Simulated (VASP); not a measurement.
A run of VASP 6.6.1 is set up as follows.

INCAR

```
PREC     = Accurate       # precision mode
ENCUT    = 520            # plane-wave cutoff, eV
EDIFF    = 1E-6           # SCF threshold, eV
ISMEAR   = -1             # smearing method
SIGMA    = 0.05           # smearing width, eV
LREAL    = False          # projectors in reciprocal space
LASPH    = True           # aspherical terms in the spheres
NELM     = 80             # most SCF steps
ALGO     = Normal         # electronic algorithm
ISIF     = 2              # what is computed and relaxed
LWAVE    = False          # write WAVECAR
LCHARG   = False          # write CHGCAR
NBANDS   = 20             # bands
```

The input KPOINTS:

```
Automatic mesh
0
Gamma
  15 15 15
```

The input POSCAR:

```
MoS2
1.0
    1.5815003568      0.9130796567      6.1845633000
   -1.5815003568      0.9130796567      6.1845633000
    0.0000000000     -1.8261593134      6.1845633000
Mo S
1 2
Direct
    0.0000000000      0.0000000000      0.0000000000
    0.7484000000      0.7484000000      0.7484000000
    0.5849000000      0.5849000000      0.5849000000
```

Potentials or basis: VASP PAW LDA potentials, release 64 (Mo_sv, S).

Command:

```console
$ cat potpaw_LDA.64/Mo_sv/POTCAR potpaw_LDA.64/S/POTCAR > POTCAR
$ mpirun -np 1 vasp_std > vasp.out
```

Predict the largest force.

0.524 eV/Å.

Estimate the band gap on the k mesh.

0.77 eV, indirect (least direct gap 1.66 eV).

What does it give for the pressure?

-0.2 GPa.

Forces in eV/Å, atoms in the order of the input:
```
Mo   0.000  0.000 -0.002
S    0.000  0.000  0.524
S    0.000  0.000 -0.521
```

Caveat: the cell differs from its parent crystal (zz strain of +1 %). A k mesh can miss the band edges.
